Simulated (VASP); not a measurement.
Write the native input for VASP 6.6.1 that does the following.

```
Task                   : single point
Functional             : PBEsol
Potentials or basis    : VASP PAW PBE potentials, release 64 (Rh_pv)
Cutoff                 : 520 eV
k mesh                 : 12 × 12 × 7
Occupations            : fermi-dirac, width 0.1 eV
Spin                   : no spin polarisation
Dipole correction      : no
Further INCAR settings : ALGO = Normal; EDIFF = 1e-06; NBANDS = 22
```

The structure of Rh lies in POSCAR:

```
Rh
1.0
    2.8361184700      0.0000000000      0.0000000000
   -1.4180597542      2.4561504446      0.0000000000
    0.0000000000      0.0000000000      4.5989806025
Rh
2
Direct
    0.6666666667      0.3333333333      0.7500000000
    0.3333333333      0.6666666667      0.2500000000
```

These files were run (other wordings do the same):

INCAR

```
SYSTEM = Rh
PREC = Accurate
ENCUT = 520
EDIFF = 1E-6
ISMEAR = -1
SIGMA = 0.1
LREAL = .FALSE.
LASPH = .TRUE.
NELM = 80
ALGO = Normal
ISIF = 2
LWAVE = .FALSE.
LCHARG = .FALSE.
GGA = PS
NBANDS = 22
```

KPOINTS

```
regular mesh
0
G
  12 12 7
  0 0 0
```

Potentials or basis: VASP PAW PBE potentials, release 64 (Rh_pv).

The run is started by

```console
$ cat potpaw_PBE.64/Rh_pv/POTCAR > POTCAR
$ mpirun -np 1 vasp_std > vasp.out
```

It gave:

* Pressure: -31.2 GPa
* Band gap on the k mesh: zero (band 15 reaches 9.71 eV, above the bottom of band 16 at 7.84 eV)

Caveat: the PAW data sets were made with another functional, which shifts forces and pressure a little.

Wall time 18 s on 1 thread of Intel(R) Xeon(R) Platinum 8559C (Emerald Rapids) (shared host), peak memory 0.18 GiB.
